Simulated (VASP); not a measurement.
# W (I4/mmm) in VASP: further runs

The runs below take W through single point, with PBEsol.

Program: VASP 6.6.1. These are calculated values, not measurements. Logs are shortened: lines on timing, memory, paths and dates and some standing lists are left out, and cuts for length are marked.

## Step 1: The cell of the first run

Symmetry: I4/mmm, No. 139, tetragonal system. Conventional cell: a = 2.637 Å, b = 2.637 Å, c = 4.352 Å, α = 90.00°, β = 90.00°, γ = 90.00°. Within 3.5 Å of W (site symmetry 4/mmm) lie 12 W at 2.64 to 2.87 Å.

## Step 2: Single point, PBEsol (15.13 Å³/atom)

INCAR reads:

```
ALGO = Normal ; EDIFF = 1E-6
ENCUT = 500 ; GGA = PS
GGA_COMPAT = False ; ISIF = 2
ISMEAR = 0 ; LASPH = True
LCHARG = False ; LREAL = False
LWAVE = False ; NBANDS = 13
NELM = 120 ; PREC = Accurate
SIGMA = 0.15
```

KPOINTS reads:

```
k-points
0
Gamma
  22 22 22
```

POSCAR reads:

```
W
1.0
    0.0000000000      1.8644496162      2.1758127021
    1.8644496162      0.0000000000      2.1758127021
    1.8644496162      1.8644496162      0.0000000000
W
1
Direct
    0.0000000000      0.0000000000      0.0000000000
```

Potentials or basis: VASP PAW PBE potentials, release 64 (W_sv).

Run with:

```sh
cat potpaw_PBE.64/W_sv/POTCAR > POTCAR
mpirun -np 1 vasp_std > vasp.out
```

OUTCAR:

```text
EDIFF = 1E-6
   ENCUT = 500
   GGA = PS
   ISIF = 2
   ISMEAR = 0
   LASPH = True
   LREAL = False
   NELM = 120
   PREC = Accurate

 ion  position               nearest neighbor table
   1  0.000  0.000  0.000-

  LATTYP: Found a body centered tetragonal cell.
 ALAT       =     2.6367299336
 C/A-ratio  =     1.6503872273

  Lattice vectors:

 A1 = (  -1.8644496162,   0.0000000000,   2.1758127021)
 A2 = (   1.8644496162,   0.0000000000,   2.1758127021)
 A3 = (   0.0000000000,   1.8644496162,  -2.1758127021)

Analysis of symmetry for initial positions (statically):
=====================================================================
 Subroutine PRICEL returns:
 Original cell was already a primitive cell.

 Routine SETGRP: Setting up the symmetry group for a
 body centered tetragonal supercell.

 Subroutine GETGRP returns: Found 16 space group operations
 (whereof 16 operations were pure point group operations)
 out of a pool of 16 trial point group operations.

The static configuration has the point symmetry D_4h.

Analysis of symmetry for dynamics (positions and initial velocities):
=====================================================================
 Subroutine PRICEL returns:
 Original cell was already a primitive cell.

 Routine SETGRP: Setting up the symmetry group for a
 body centered tetragonal supercell.

 Subroutine GETGRP returns: Found 16 space group operations
 (whereof 16 operations were pure point group operations)
 out of a pool of 16 trial point group operations.

The dynamic configuration has the point symmetry D_4h.

 Subroutine INISYM returns: Found 16 space group operations
 (whereof 16 operations are pure point group operations),
 and found     1 'primitive' translations

----------------------------------------------------------------------------------------

                                     Primitive cell

  volume of cell :      15.1270

  direct lattice vectors                    reciprocal lattice vectors
     0.000000000  1.864449616  2.175812702    -0.268175657  0.268175657  0.229799192
     1.864449616  0.000000000  2.175812702     0.268175657 -0.268175657  0.229799192
     1.864449616  1.864449616  0.000000000     0.268175657  0.268175657 -0.229799192

  length of vectors
     2.865367915  2.865367915  2.636729934     0.443445638  0.443445638  0.443445638

  position of ions in fractional coordinates (direct lattice)
     0.000000000  0.000000000  0.000000000

  ion indices of the primitive-cell ions
   primitive index   ion index
                 1           1

----------------------------------------------------------------------------------------

 KPOINTS: k-points

Automatic generation of k-mesh.
 Grid dimensions read from file:
 generate k-points for:   22   22   22

 Generating k-lattice:

  Cartesian coordinates                     Fractional coordinates (reciprocal lattice)
    -0.012189803  0.012189803  0.010445418     0.045454545  0.000000000  0.000000000
     0.012189803 -0.012189803  0.010445418     0.000000000  0.045454545  0.000000000
     0.012189803  0.012189803 -0.010445418    -0.000000000 -0.000000000  0.045454545

  Length of vectors
     0.020156620  0.020156620  0.020156620

  Shift w.r.t. Gamma in fractional coordinates (k-lattice)
     0.000000000  0.000000000  0.000000000

 Subroutine IBZKPT returns following result:
 ===========================================

 Found    834 irreducible k-points:

 Following reciprocal coordinates:
            Coordinates               Weight
  0.000000  0.000000  0.000000      1.000000
  0.045455  0.000000  0.000000      8.000000
  0.090909  0.000000  0.000000      8.000000
  0.136364  0.000000  0.000000      8.000000
  0.181818  0.000000  0.000000      8.000000
  0.227273  0.000000  0.000000      8.000000
[... 16 lines left out ...]
  0.500000  0.045455  0.000000      8.000000
 -0.454545  0.045455  0.000000      8.000000
 [... further k-points ...]
   k-points           NKPTS =    834   k-points in BZ     NKDIM =    834   number of bands    NBANDS=     13
   number of dos      NEDOS =    301   number of ions     NIONS =      1
   total plane-waves  NPLWV =  11520
   dimension x,y,z NGX =    24 NGY =   24 NGZ =   20
   dimension x,y,z NGXF=    48 NGYF=   48 NGZF=   40
   ions per type =               1
   NGX,Y,Z   is equivalent  to a cutoff of  13.92, 13.92, 12.61 a.u.
   NGXF,Y,Z  is equivalent  to a cutoff of  27.85, 27.85, 25.22 a.u.
 SYSTEM =  unknown system
   PREC   = accura    normal or accurate (medium, high low for compatibility)
   ISTART =      0    job   : 0-new  1-cont  2-samecut
   ICHARG =      2    charge: 1-file 2-atom 10-const
   ISPIN  =      1    spin polarized calculation?
   LNONCOLLINEAR =      F non collinear calculations
   LSORBIT =      F    spin-orbit coupling
   LASPH  =      T    aspherical Exc in radial PAW
   ENCUT  =  500.0 eV  36.75 Ry    6.06 a.u.   5.22  5.22  4.81*2*pi/ulx,y,z
   NELM   =    120;   NELMIN=  2; NELMDL= -5     # of ELM steps
   EDIFF  = 0.1E-05   stopping-criterion for ELM
   LREAL  =      F    real-space projection
   EDIFFG = 0.1E-04   stopping-criterion for IOM
   NSW    =      0    number of steps for IOM
   IBRION =     -1    ionic relax: 0-MD 1-quasi-New 2-CG
   NFREE  =      0    steps in history (QN), initial steepest desc. (CG)
   ISIF   =      2    stress and relaxation
   ISYM   =      2    0-nonsym 1-usesym 2-fastsym
   POTIM  = 0.5000    time-step for ionic-motion
   TEBEG  =    0.0;   TEEND  =   0.0 temperature during run
   PSTRESS=    0.0 pullay stress
   NELECT =      14.0000    total number of electrons
   NUPDOWN=      -1.0000    fix difference up-down
   EMIN   =  10.00;   EMAX   =-10.00  energy-range for DOS
   EFERMI =   0.00;   METHOD = LEGACY
   ISMEAR =     0;   SIGMA  =   0.15  broadening in eV -4-tet -1-fermi 0-gaus
   EFERMI_NEDOS =   21; number of points for ismear=-14 and -15
   IALGO  =     38    algorithm
   IMIX   =      4    mixing-type and parameters
     AMIX     =   0.40;   BMIX     =  1.00
     AMIX_MAG =   1.60;   BMIX_MAG =  1.00
  volume/ion in A,a.u.               =      15.13       102.08
  Fermi-wavevector in a.u.,A,eV,Ry     =   1.595389  3.014848 34.630444  2.545266
  Thomas-Fermi vector in A             =   2.693315
   LORBIT       =      0    0 simple, 1 ext, 2 COOP (PROOUT), +10 PAW based schemes
   GGA     = PS    functional components
   LHFCALC =     F    Hartree Fock is set to
   AEXX    =    0.0000 exact exchange contribution
   IVDW    =     0    specifies the selected vdW correction
   LEPSILON=     F    determine dielectric tensor
   LRPA    =     F    only Hartree local field effects (RPA)
 non-spin polarized calculation
 Gauss-broadening in eV      SIGMA  =   0.15
  energy-cutoff  :      500.00
  volume of cell :       15.13
 maximum number of plane-waves:       396
 NGX is ok and might be reduce to    24
   NGX = 11   NGY = 11   NGZ =  9

 number of electron      14.0000001 magnetization

 Free energy of the ion-electron system (eV)
  ---------------------------------------------------
  ext. energy  EPLUGINS =         0.00000000
  ---------------------------------------------------
  free energy    TOTEN  =       -13.35363781 eV

  energy without entropy =      -13.34495155  energy(sigma->0) =      -13.34929468

 E-fermi :  11.8450     XC(G=0): -14.0162

 val. band max:       11.8446433873   @ k =  -0.4545   0.0455   0.0000
 cond. band min:      11.8486234341   @ k =  -0.2727   0.0909   0.2273
 fundamental gap:      0.0039800468
 Fermi energy:        11.8450124635

 k-point     1 :       0.0000    0.0000    0.0000
  band No.  band energies     occupation
      1     -62.0682      2.00000
      2     -25.6982      2.00000
      3     -25.4749      2.00000
      4     -25.4749      2.00000
      5       2.0607      2.00000
      6       9.3492      2.00000
      7      11.7768      1.48010
      8      11.7768      1.48010
      9      12.2165      0.00046
     10      15.9467      0.00000
     11      24.7726      0.00000
     12      26.9299      0.00000
     13      31.9204      0.00000

 k-point     2 :       0.0455    0.0000    0.0000
  band No.  band energies     occupation
      1     -62.0649      2.00000
      2     -25.7092      2.00000
      3     -25.5059      2.00000
      4     -25.4757      2.00000
      5       2.1631      2.00000
      6       9.3869      2.00000
      7      11.6831      1.87319
      8      11.8242      1.15580
      9      12.2166      0.00046
     10      15.8624      0.00000
     11      24.9797      0.00000
     12      27.0609      0.00000
     13      31.3797      0.00000

 k-point     3 :       0.0909    0.0000    0.0000
  band No.  band energies     occupation
      1     -62.0553      2.00000
      2     -25.7495      2.00000
      3     -25.5874      2.00000
      4     -25.4783      2.00000
      5       2.4614      2.00000
      6       9.4847      2.00000
      7      11.4016      1.99997
      8      11.9601      0.27798
      9      12.2719      0.00006
     10      15.6325      0.00000
     11      25.5301      0.00000
     12      27.4068      0.00000
     13      30.4535      0.00000
[... 305 lines left out ...]
 k-point    23 :       0.5000    0.0455    0.0000
  band No.  band energies     occupation
      1     -61.9039      2.00000
      2     -27.0969      2.00000
      3     -25.9832      2.00000
      4     -25.5222      2.00000
      5       5.4939      2.00000
      6       9.3494      2.00000
      7      11.8641      0.85685
      8      12.3316      0.00000
      9      16.5143      0.00000
     10      17.5209      0.00000
     11      23.2362      0.00000
     12      23.9831      0.00000
     13      31.1214      0.00000

 k-point    24 :      -0.4545    0.0455    0.0000
  band No.  band energies     occupation
      1     -61.9033      2.00000
      2     -27.1041      2.00000
      3     -25.9816      2.00000
      4     -25.5165      2.00000
      5       5.4979      2.00000
      6       9.4015      2.00000
      7      11.8446      1.00278
      8      12.1970      0.00090
      9      16.3750      0.00000
     10      17.6971      0.00000
     11      23.2214      0.00000
     12      24.2316      0.00000
     13      30.7855      0.00000

 [... further k-points ...]

------------------------ aborting loop because EDIFF is reached ----------------------------------------

  FORCE on cell =-STRESS in cart. coord.  units (eV):
  Direction    XX          YY          ZZ          XY          YZ          ZX
  --------------------------------------------------------------------------------------
  -------------------------------------------------------------------------------------
  Total        1.8308167      1.8308167      2.1382193      0.0000000     -0.0000000      0.0000000
  in kB      193.9110843    193.9110843    226.4696513      0.0000000     -0.0000000      0.0000000
  external PRESSURE =     204.7639400 kB  Pullay stress =       0.0000000 kB

 VOLUME and BASIS-vectors are now :
 -----------------------------------------------------------------------------
  energy-cutoff  :      500.00
  volume of cell :       15.13
      direct lattice vectors                 reciprocal lattice vectors
     0.000000000  1.864449616  2.175812702    -0.268175657  0.268175657  0.229799192
     1.864449616  0.000000000  2.175812702     0.268175657 -0.268175657  0.229799192
     1.864449616  1.864449616  0.000000000     0.268175657  0.268175657 -0.229799192

 POSITION                                       TOTAL-FORCE (eV/Angst)
 -----------------------------------------------------------------------------------
      0.00000      0.00000      0.00000        -0.000000      0.000000      0.000000
 -----------------------------------------------------------------------------------
    total drift:                               -0.000000      0.000000     -0.000000

  FREE ENERGIE OF THE ION-ELECTRON SYSTEM (eV)
  ---------------------------------------------------
  free  energy   TOTEN  =       -13.3536378053 eV

  energy  without entropy=      -13.3449515502  energy(sigma->0) =      -13.34929468
```

Wall time 88 s (1 thread of Intel Xeon 8259CL, shared host); peak memory 0.26 GiB.

What came out:

```yaml
Free_energy: -13.3536 eV
Pressure: 20.5 GPa
Band_gap_on_the_k_mesh: zero (bands 7 and 8 overlap by 5.04 eV)
```

Stress tensor (GPa, compression positive):
```
19.39  0.00  0.00
 0.00 19.39  0.00
 0.00  0.00 22.65
```

Levels at points of the mesh, in eV from the Fermi level:
| k point | band 3 | band 4 | band 5 | band 6 | band 7 | band 8 | band 9 | band 10 | band 11 | band 12 |
| --- | --- | --- | --- | --- | --- | --- | --- | --- | --- | --- |
| (0.00, 0.00, 0.00) | -37.32 | -37.32 | -9.78 | -2.50 | -0.07 | -0.07 | 0.37 | 4.10 | 12.93 | 15.08 |
| (0.50, 0.00, 0.00) | -37.81 | -37.36 | -6.44 | -2.42 | -0.06 | 0.63 | 4.65 | 5.60 | 11.55 | 11.99 |
| (0.50, 0.50, 0.00) | -37.64 | -37.64 | -6.54 | -5.23 | 1.19 | 5.60 | 5.86 | 5.86 | 11.61 | 13.79 |
| (0.50, 0.00, 0.50) | -38.30 | -37.89 | -6.47 | -5.37 | 4.32 | 4.40 | 4.50 | 7.60 | 10.17 | 12.94 |

Caveat: the cell stands under pressure; the PAW data sets were made with another functional, which shifts forces and pressure a little; spin-orbit coupling is left out, which moves the levels of the heavy elements.

## Step 3: Single point, PBEsol (15.13 Å³/atom)

INCAR reads:

```
SYSTEM = W
PREC     = Accurate       ! precision mode
ENCUT    = 500            ! plane-wave cutoff, eV
EDIFF    = 1E-6           ! SCF threshold, eV
ISMEAR   = 0              ! smearing method
SIGMA    = 0.15           ! smearing width, eV
LREAL    = .False.        ! projectors in reciprocal space
LASPH    = .True.         ! aspherical terms in the spheres
NELM     = 120            ! most SCF steps
ALGO     = Normal         ! electronic algorithm
ISIF     = 2              ! what is computed and relaxed
LWAVE    = .False.        ! write WAVECAR
LCHARG   = .True.         ! write CHGCAR
GGA      = PS             ! functional
LELF     = .True.         ! ELF
LVHAR    = .True.       
NBANDS   = 13             ! bands
GGA_COMPAT= .False.
```

KPOINTS reads:

```
Automatic mesh
0
Gamma
  22 22 22
  0 0 0
```

POSCAR reads:

```
W
1.0
    0.0000000000      2.2907517786      1.4413410191
    2.2907517786      0.0000000000      1.4413410191
    2.2907517786      2.2907517786      0.0000000000
W
1
Direct
    0.0000000000      0.0000000000      0.0000000000
```

Potentials or basis: VASP PAW PBE potentials, release 64 (W_sv).

Run with:

```sh
cat potpaw_PBE.64/W_sv/POTCAR > POTCAR
mpirun -np 1 vasp_std > vasp.out
```

It took 91 s on 1 thread of Intel Xeon 8259CL, shared host; peak memory 0.26 GiB.

The run converged. Its results:

```
Free energy            : -13.6236 eV
Pressure               : 16.1 GPa
Band gap on the k mesh : zero (bands 7 and 8 overlap by 6.86 eV)
```

Stress tensor (GPa, compression positive):
```
 2.10  0.00  0.00
 0.00  2.10  0.00
 0.00  0.00 44.00
```

Levels at points of the mesh, in eV from the Fermi level:
| k point | band 4 | band 5 | band 6 | band 7 | band 8 | band 9 | band 10 | band 11 |
| --- | --- | --- | --- | --- | --- | --- | --- | --- |
| (0.00, 0.00, 0.00) | -37.47 | -9.90 | -2.33 | -0.56 | -0.56 | 1.03 | 3.38 | 14.02 |
| (0.50, 0.00, 0.00) | -37.64 | -6.58 | -4.28 | 1.30 | 2.19 | 4.64 | 6.51 | 11.56 |
| (0.50, 0.50, 0.00) | -38.29 | -6.38 | -6.07 | 5.43 | 5.43 | 5.93 | 7.61 | 7.61 |
| (0.50, 0.00, 0.50) | -37.52 | -6.60 | -2.50 | 0.26 | 0.78 | 2.59 | 6.37 | 11.25 |

Caveat: the cell stands under pressure; the PAW data sets were made with another functional, which shifts forces and pressure a little; spin-orbit coupling is left out, which moves the levels of the heavy elements.

## Step 4: Single point, PBEsol (15.13 Å³/atom)

INCAR reads:

```
SYSTEM = W
PREC = Accurate
ENCUT = 500
EDIFF = 1E-6
ISMEAR = 0
SIGMA = 0.15
LREAL = .FALSE.
LASPH = .TRUE.
NELM = 120
ALGO = Normal
ISIF = 2
LWAVE = .FALSE.
LCHARG = .TRUE.
GGA = PS
LELF = .TRUE.
LVHAR = .TRUE.
NBANDS = 13
GGA_COMPAT = .FALSE.
```

KPOINTS reads:

```
Automatic mesh
0
G
  22 22 22
  0 0 0
```

POSCAR reads:

```
W
1.0
    0.0000000000      2.0666371061      1.7709013362
    2.0666371061      0.0000000000      1.7709013362
    2.0666371061      2.0666371061      0.0000000000
W
1
Direct
    0.0000000000      0.0000000000      0.0000000000
```

Run with:

```sh
cat potpaw_PBE.64/W_sv/POTCAR > POTCAR
mpirun -np 1 vasp_std > vasp.out
```

Wall time 85 s (1 thread of Intel Xeon 8259CL, shared host); peak memory 0.26 GiB.

It converged, with:

| Property | Result |
| --- | --- |
| Free energy | -13.4788 eV |
| Pressure | 17.9 GPa |
| Band gap on the k mesh | zero (bands 7 and 8 overlap by 6.14 eV) |

Stress tensor (GPa, compression positive):
```
29.82  0.00  0.00
 0.00 29.82  0.00
 0.00  0.00 -5.80
```

Levels at points of the mesh, in eV from the Fermi level:
| k point | band 4 | band 5 | band 6 | band 7 | band 8 | band 9 | band 10 | band 11 |
| --- | --- | --- | --- | --- | --- | --- | --- | --- |
| (0.00, 0.00, 0.00) | -37.43 | -9.82 | -1.56 | -1.56 | 0.47 | 0.72 | 3.37 | 12.94 |
| (0.50, 0.00, 0.00) | -37.49 | -6.49 | -2.56 | 0.14 | 0.61 | 4.27 | 6.03 | 11.38 |
| (0.50, 0.50, 0.00) | -38.24 | -6.41 | -5.79 | 5.18 | 5.48 | 5.98 | 5.98 | 10.53 |
| (0.50, 0.00, 0.50) | -37.69 | -6.52 | -5.06 | 2.12 | 4.51 | 4.77 | 6.84 | 11.62 |

Caveat: the cell stands under pressure; the PAW data sets were made with another functional, which shifts forces and pressure a little; spin-orbit coupling is left out, which moves the levels of the heavy elements.

[end of part 1 of 2]
